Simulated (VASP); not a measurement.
Set up this calculation in VASP 6.6.1, as the native input.

```yaml
Task: single point
Functional: LDA
Potentials_or_basis: VASP PAW LDA potentials, release 64 (Cd, S)
Cutoff: 520 eV
k_mesh: 8 × 8 × 8
Occupations: gaussian, width 0.01 eV
Spin: no spin polarisation
Dipole_correction: no
Further_INCAR_settings: ALGO = Normal; EDIFF = 1e-07; NBANDS = 16
```

The structure of CdS (Hawleyite) lies in POSCAR:

```
CdS
1.0
    2.8926536271      2.8926536271      0.0000000000
   -2.8926536271      2.8926536271      0.0000000000
    0.0000000000      2.8926536271      2.8566390301
Cd S
1 1
Direct
    0.0000000000      0.0000000000      0.0000000000
    0.7500000000      0.2500000000      0.5000000000
```

This cell differs from its parent crystal: film at in-plane strain +0.005.

The input as run:

INCAR

```
  PREC = Accurate
  ENCUT = 520
  EDIFF = 1E-7
  ISMEAR = 0
  SIGMA = 0.01
  LREAL = F
  LASPH = T
  NELM = 100
  ALGO = Normal
  ISIF = 2
  LWAVE = F
  LCHARG = F
  NBANDS = 16
```

KPOINTS

```
regular mesh
0
Gamma
  8 8 8
```

Potentials or basis: VASP PAW LDA potentials, release 64 (Cd, S).

The run is started by

```console
$ cat potpaw_LDA.64/Cd/POTCAR potpaw_LDA.64/S/POTCAR > POTCAR
$ mpirun -np 1 vasp_std > vasp.out
```

Results of the run:

```yaml
Pressure: 0.4 GPa
Band_gap_on_the_k_mesh: 0.95 eV, direct
```

Caveat: the cell differs from its parent crystal (film at in-plane strain +0.005).

Run time: 36 s on 1 thread of Intel(R) Xeon(R) Platinum 8488C (Sapphire Rapids), on a shared host, peak memory 0.17 GiB.
